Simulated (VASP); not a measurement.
# C (P6_3/mmc) in VASP: notebook, part 3 of 3

VASP 6.6.1. Earlier steps stand in the parts before.

## 5. Relaxation of cell and atoms, r2SCAN

This run uses another cell than the first one, of 11.90 Å³/atom, 1.671 times its volume.

The input, POSCAR:

```
C
1.0
    2.5678482048      0.0000000000      0.0000000000
   -1.2839241024      2.2238217784      0.0000000000
    0.0000000000      0.0000000000      4.1677536284
C
2
Direct
    0.3333333333      0.6666666667      0.2500000000
    0.6666666667      0.3333333333      0.7500000000
```

The input, INCAR.step1:

```
SYSTEM = C
  ALGO = Normal
  EDIFF = 1E-4
  ENCUT = 600
  GGA = PE
  ISMEAR = 0
  LASPH = .True.
  LCHARG = .False.
  LREAL = .False.
  LWAVE = .True.
  NELM = 100
  PREC = Accurate
  SIGMA = 0.1
```

The input, INCAR.step2:

```
SYSTEM = C
  ALGO = Normal
  EDIFF = 1E-6
  EDIFFG = -0.04
  ENCUT = 600
  IBRION = 2
  ISIF = 3
  ISMEAR = 0
  ISTART = 1
  LASPH = .True.
  LCHARG = .False.
  LMIXTAU = .True.
  LREAL = .False.
  LWAVE = .False.
  METAGGA = R2SCAN
  NELM = 100
  NSW = 90
  PREC = Accurate
  SIGMA = 0.1
```

The input, KPOINTS:

```
k-points
0
Gamma
  9 9 4
  0 0 0
```

Run with:

```
$ cat potpaw_PBE.64/C/POTCAR > POTCAR
$ cp INCAR.step1 INCAR
$ mpirun -np 1 vasp_std > vasp.out
$ cp INCAR.step2 INCAR
$ mpirun -np 1 vasp_std > vasp.out
```

It took 12 min on 1 thread of AMD EPYC 9R45 (Zen 5), shared host; peak memory 0.12 GiB.

Results (log left out):

| Item | Value |
| --- | --- |
| Free energy | -11.5865 eV |
| Relaxed volume | 8.01 Å³/atom |
| Relaxed cell | a = 1.768 Å, b = 1.768 Å, c = 5.916 Å, α = 90.00°, β = 90.00°, γ = 120.00° |
| Space group after relaxing (to 0.05 Å) | P6_3/mmc (No. 194) |
| Energy gained by relaxing | 1279.9 meV/atom |
| Ionic steps | 33 |
| Pressure after relaxing | -0.1 GPa |
| Band gap on the k mesh | zero (band 4 reaches 8.04 eV, above the bottom of band 5 at 5.66 eV) |

Stress tensor (GPa, compression positive):
```
 0.00  0.00  0.00
 0.00  0.00  0.00
 0.00  0.00 -0.39
```

Step by step:
| step | energy change (eV) | largest force (eV/Å) | pressure (GPa) | volume (Å³) |
| --- | --- | --- | --- | --- |
| 1 | 0.0000 | 0.0000 | -30.88 | 23.80 |
| 2 | -1.2307 | 0.0000 | -19.92 | 16.74 |
| 3 | -1.4081 | 0.0000 | -5.40 | 14.51 |
| 4 | -1.4187 | 0.0000 | -0.11 | 13.89 |
| 5 | -1.4600 | 0.0000 | -0.63 | 13.77 |
| 6 | -1.4106 | 0.0000 | 10.57 | 13.34 |
| 7 | -1.4321 | 0.0000 | 7.69 | 13.55 |
| 8 | -1.4654 | 0.0000 | 0.71 | 13.90 |
| 9 | -1.5407 | 0.0000 | -3.21 | 14.58 |
| 10 | -1.6253 | 0.0000 | -13.97 | 15.89 |
| 11 | -2.0399 | 0.0000 | -25.73 | 18.28 |
| 12 | -1.9186 | 0.0000 | -23.54 | 22.15 |
| 13 | -2.1608 | 0.0000 | -26.07 | 19.34 |
| 14 | -2.1905 | 0.0000 | -25.76 | 19.86 |
| 15 | -2.1840 | 0.0000 | -25.92 | 19.68 |
| 16 | -2.1889 | 0.0000 | -25.80 | 19.77 |
| 17 | -2.1994 | 0.0000 | -25.42 | 20.04 |
| 18 | -2.1932 | 0.0000 | -24.84 | 20.56 |
| 19 | -2.2021 | 0.0000 | -25.25 | 20.18 |
| 20 | -2.2124 | 0.0000 | -25.00 | 20.12 |
| 21 | -2.2425 | 0.0000 | -24.24 | 19.92 |
| 22 | -2.2993 | 0.0000 | -22.59 | 19.54 |
| 23 | -2.3981 | 0.0000 | -18.79 | 18.79 |
| 24 | -2.5268 | 0.0000 | -8.66 | 17.34 |
| 25 | -2.5053 | 0.0000 | 11.56 | 14.67 |
| 26 | -2.5462 | 0.0000 | 4.43 | 16.06 |
| 27 | -2.5519 | 0.0000 | -0.25 | 16.47 |
| 28 | -2.5518 | 0.0000 | 0.54 | 16.40 |
| 29 | -2.5526 | 0.0000 | 0.50 | 16.37 |
| 30 | -2.5548 | 0.0000 | 0.35 | 16.30 |
| 31 | -2.5582 | 0.0000 | 0.02 | 16.14 |
| 32 | -2.5569 | 0.0000 | -0.40 | 15.82 |
| 33 | -2.5597 | 0.0000 | -0.13 | 16.02 |

Final structure:
```
CELL_PARAMETERS angstrom
1.76827 0.00000 0.00000
-0.88413 1.53137 0.00000
0.00000 0.00000 5.91621
ATOMIC_POSITIONS crystal
C 0.33333 0.66667 0.25000
C 0.66667 0.33333 0.75000
```

Levels at points of the mesh, in eV from the Fermi level:
| k point | band 1 | band 2 | band 3 | band 4 | band 5 | band 6 | band 7 | band 8 |
| --- | --- | --- | --- | --- | --- | --- | --- | --- |
| (0.00, 0.00, 0.00) | -21.50 | -20.78 | -9.50 | -5.69 | 6.08 | 16.23 | 16.50 | 16.50 |
| (0.00, 0.00, 0.50) | -21.17 | -21.17 | -7.83 | -7.83 | 10.40 | 10.40 | 16.52 | 16.52 |

Caveat: the k points lie up to 0.46 Å⁻¹ apart in the final cell; the volume moved by over 15 % at a fixed basis, so the end points are rough; the PAW data sets were made with another functional, which shifts forces and pressure a little.

## 6. Single point, r2SCAN

This run uses another cell than the first one, of 8.38 Å³/atom, 1.177 times its volume.

The input, POSCAR:

```
C
1.0
    1.7102676849      0.0000000000      0.0000000000
   -0.8551338424      1.4811352624      0.0000000000
    0.0000000000      0.0000000000      6.6172802303
C
2
Direct
    0.3333333333      0.6666666667      0.2500000000
    0.6666666667      0.3333333333      0.7500000000
```

The input, INCAR.step1:

```
  PREC = Accurate
  ENCUT = 520
  ISMEAR = 0
  SIGMA = 0.1
  LREAL = F
  LASPH = T
  NELM = 80
  NBANDS = 11
  GGA = PE
  ALGO = Normal
  EDIFF = 1E-4
  LWAVE = T
  LCHARG = F
```

The input, INCAR.step2:

```
  PREC = Accurate
  ENCUT = 520
  EDIFF = 1E-7
  ISMEAR = 0
  SIGMA = 0.1
  LREAL = F
  LASPH = T
  NELM = 80
  ALGO = Normal
  ISIF = 2
  LWAVE = F
  LCHARG = F
  METAGGA = R2SCAN
  LMIXTAU = T
  NBANDS = 11
  ISTART = 1
```

The input, KPOINTS:

```
regular mesh
0
Gamma
  36 36 10
```

Potentials or basis: VASP PAW PBE potentials, release 64 (C).

Run with:

```
$ cat potpaw_PBE.64/C/POTCAR > POTCAR
$ cp INCAR.step1 INCAR
$ mpirun -np 1 vasp_std > vasp.out
$ cp INCAR.step2 INCAR
$ mpirun -np 1 vasp_std > vasp.out
```

OUTCAR:

```text
PREC = Accurate
   ENCUT = 520
   EDIFF = 1E-7
   ISMEAR = 0
   LREAL = F
   LASPH = T
   NELM = 80
   ISIF = 2
   METAGGA = R2SCAN
   ISTART = 1

 ion  position               nearest neighbor table
   1  0.333  0.667  0.250-
   2  0.667  0.333  0.750-

  LATTYP: Found a hexagonal cell.
 ALAT       =     1.7102676849
 C/A-ratio  =     3.8691488407

  Lattice vectors:
[... 521 lines left out ...]
      9      21.7609      0.00000
     10      21.7919      0.00000
     11      26.8804      0.00000

 [... further k-points ...]

------------------------ aborting loop because EDIFF is reached ----------------------------------------

  FORCE on cell =-STRESS in cart. coord.  units (eV):
  Direction    XX          YY          ZZ          XY          YZ          ZX
  --------------------------------------------------------------------------------------
  -------------------------------------------------------------------------------------
  Total        0.0331798      0.0331798     -0.0101614      0.0000000     -0.0000000      0.0000000
  in kB        3.1713588      3.1713588     -0.9712341      0.0000000     -0.0000000      0.0000000
  external PRESSURE =       1.7904945 kB  Pullay stress =       0.0000000 kB

 VOLUME and BASIS-vectors are now :
 -----------------------------------------------------------------------------
  energy-cutoff  :      520.00
  volume of cell :       16.76
      direct lattice vectors                 reciprocal lattice vectors
     1.710267685  0.000000000  0.000000000     0.584703792  0.337578891  0.000000000
    -0.855133842  1.481135262  0.000000000     0.000000000  0.675157783  0.000000000
     0.000000000  0.000000000  6.617280230     0.000000000  0.000000000  0.151119488

 POSITION                                       TOTAL-FORCE (eV/Angst)
 -----------------------------------------------------------------------------------
     -0.00000      0.98742      1.65432        -0.000000      0.000000      0.000000
      0.85513      0.49371      4.96296         0.000000     -0.000000      0.000000
 -----------------------------------------------------------------------------------
    total drift:                                0.000000     -0.000000      0.000000

  FREE ENERGIE OF THE ION-ELECTRON SYSTEM (eV)
  ---------------------------------------------------
  free  energy   TOTEN  =       -11.5629091422 eV

  energy  without entropy=      -11.5605397941  energy(sigma->0) =      -11.56172447
```

OSZICAR.step1:

```text
N       E                     dE             d eps       ncg     rms          rms(c)
DAV:   1     0.124594730981E+02    0.12459E+02   -0.44735E+03 17480   0.665E+02
DAV:   2    -0.998815097499E+01   -0.22448E+02   -0.21421E+02 22904   0.122E+02
DAV:   3    -0.106965955135E+02   -0.70844E+00   -0.70009E+00 18847   0.167E+01
DAV:   4    -0.106996043343E+02   -0.30088E-02   -0.30074E-02 18454   0.136E+00
DAV:   5    -0.106996137358E+02   -0.94015E-05   -0.94011E-05 18992   0.745E-02    0.289E+00
DAV:   6    -0.105953667547E+02    0.10425E+00   -0.71086E-02 17085   0.157E+00    0.170E+00
DAV:   7    -0.105643276064E+02    0.31039E-01   -0.89202E-02 17076   0.178E+00    0.319E-01
DAV:   8    -0.105647136063E+02   -0.38600E-03   -0.43143E-03 17238   0.424E-01    0.484E-02
DAV:   9    -0.105646231910E+02    0.90415E-04   -0.15180E-04 15759   0.799E-02
   1 F= -.10564623E+02 E0= -.10563288E+02  d E =-.267014E-02
```

It took 5.4 min on 1 thread of AMD EPYC 9R45 (Zen 5), shared host; peak memory 0.18 GiB.

What came out:

```
Free energy            : -11.5629 eV
Pressure               : 0.2 GPa
Band gap on the k mesh : zero (band 4 reaches 7.42 eV, above the bottom of band 5 at 5.26 eV)
```

Caveat: the PAW data sets were made with another functional, which shifts forces and pressure a little.

## 7. Overview

| task | cell | k mesh | cutoff (eV) | gap on the mesh (eV) | pressure (GPa) | relaxed volume (Å³/atom) |
| --- | --- | --- | --- | --- | --- | --- |
| single point | a = 2.108, b = 2.108, c = 3.702 Å, angles 90.0, 90.0, 120.0°, 2 atoms | 9 × 9 × 6 | 520 | none | 0.3 | - |
| single point | a = 2.568, b = 2.568, c = 4.168 Å, angles 90.0, 90.0, 120.0°, 2 atoms | 9 × 9 × 4 | 520 | none | -30.8 | - |
| relaxation of cell and atoms | relaxed from a = 2.114, b = 2.114, c = 3.594 Å, angles 90.0, 90.0, 120.0°, 2 atoms | 9 × 9 × 6 | 600 | none | -0.4 | 7.14 |
| relaxation of cell and atoms | relaxed from a = 2.568, b = 2.568, c = 4.168 Å, angles 90.0, 90.0, 120.0°, 2 atoms | 9 × 9 × 4 | 600 | none | -0.1 | 8.01 |
| single point | a = 1.710, b = 1.710, c = 6.617 Å, angles 90.0, 90.0, 120.0°, 2 atoms | 36 × 36 × 10 | 520 | none | 0.2 | - |

Alike in all rows: level r2SCAN; potentials or basis VASP PAW PBE potentials, release 64 (C); no spin polarisation; smearing gaussian 0.1 eV.

Caveats: some runs use coarse meshes; the PAW data sets were made with another functional, which shifts forces and pressure a little; the volume moved by over 15 % at a fixed basis, so the end points are rough (some runs).

Absolute energies hang on the potentials; compare differences alone.
